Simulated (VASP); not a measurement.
The system is Sr3Cl.

```
Sr Cl
1.0
     4.94412    0.00000    0.00000
     0.00000    4.94412    0.00000
     0.00000    0.00000    4.94412
Sr Cl
3 1
Direct
  0.00000 0.50000 0.50000
  0.50000 0.00000 0.50000
  0.50000 0.50000 0.00000
  0.00000 0.00000 0.00000
```

```yaml
Program: VASP 6.6.1
Task: relaxation of cell and atoms
Functional: PBE
Potentials_or_basis: VASP PAW PBE potentials, release 64 (Sr_sv, Cl)
Cutoff: 600 eV
k_mesh: 4 × 4 × 4
Occupations: gaussian, width 0.1 eV
Spin: no spin polarisation
```

At the start: pressure 9.8 GPa; volume 30.21 Å³/atom.

Task: Where does the relaxation end?

Result: Over 4 steps the energy falls by 397.7 meV/atom and the volume is 47.52 Å³/atom (+57.3 %); space group Pm-3m (No. 221, to 0.1 Å) before and after.

The path:
```tsv
step	energy change (eV)	largest force (eV/Å)	pressure (GPa)	volume (Å³)
1	0.0000	0.0000	9.82	120.86
2	-1.3099	0.0000	2.94	156.24
3	-1.5748	0.0000	0.59	181.85
4	-1.5907	0.0000	0.05	190.08
```

Final structure:
```xyz
4
Lattice="5.7497 0.0000 0.0000 0.0000 5.7497 0.0000 0.0000 0.0000 5.7497" Properties=species:S:1:pos:R:3 pbc="T T T"
Sr    0.0000    2.8749    2.8749
Sr    2.8749    0.0000    2.8749
Sr    2.8749    2.8749    0.0000
Cl    0.0000    0.0000    0.0000
```

Caveat: the volume moved by over 15 % at a fixed basis, so the end points are rough; an odd number of electrons without spin polarisation forces a metal; a magnetic or distorted state may lie lower.
